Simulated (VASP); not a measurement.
Wanted: the native input for a VASP 6.6.1 run.

| Item | Value |
| --- | --- |
| Task | single point |
| Functional | PBEsol |
| Potentials or basis | VASP PAW PBE potentials, release 64 (Cu, Al) |
| Cutoff | 520 eV |
| k mesh | 4 × 4 × 5 |
| Occupations | fermi-dirac, width 0.05 eV |
| Spin | no spin polarisation |
| Dipole correction | no |
| Further INCAR settings | ALGO = Fast; EDIFF = 1e-06; NBANDS = 16 |

The structure of Al2Cu lies in POSCAR:

```
Al2Cu
1.0
    4.1051820000      0.0000000000      0.0000000000
    0.0000000000      4.1051820000      0.0000000000
    0.0000000000      0.0000000000      2.8913130000
Cu Al
1 2
Direct
    0.0000000000      0.0000000000      0.0000000000
    0.0000000000      0.5000000000      0.5000000000
    0.5000000000      0.0000000000      0.5000000000
```

The input as run:

INCAR

```
SYSTEM = Al2Cu
PREC     = Accurate       ! precision mode
ENCUT    = 520            ! plane-wave cutoff, eV
EDIFF    = 1E-6           ! SCF threshold, eV
ISMEAR   = -1             ! smearing method
SIGMA    = 0.05           ! smearing width, eV
LREAL    = .FALSE.        ! projectors in reciprocal space
LASPH    = .TRUE.         ! aspherical terms in the spheres
NELM     = 60             ! most SCF steps
ALGO     = Fast           ! electronic algorithm
ISIF     = 2              ! what is computed and relaxed
LWAVE    = .FALSE.        ! write WAVECAR
LCHARG   = .FALSE.        ! write CHGCAR
GGA      = PS             ! functional
NBANDS   = 16             ! bands
```

KPOINTS

```
Automatic mesh
0
G
  4 4 5
  0 0 0
```

Potentials or basis: VASP PAW PBE potentials, release 64 (Cu, Al).

Launch:

```bash
$ cat potpaw_PBE.64/Cu/POTCAR potpaw_PBE.64/Al/POTCAR > POTCAR
$ mpirun -np 1 vasp_std > vasp.out
```

It gave:

The pressure is -1.8 GPa.

Caveat: the k points lie up to 0.43 Å⁻¹ apart; the PAW data sets were made with another functional, which shifts forces and pressure a little.

It took 20 s on 1 thread of Intel Xeon 6975P-C, with other jobs on the host, peak memory 0.16 GiB.
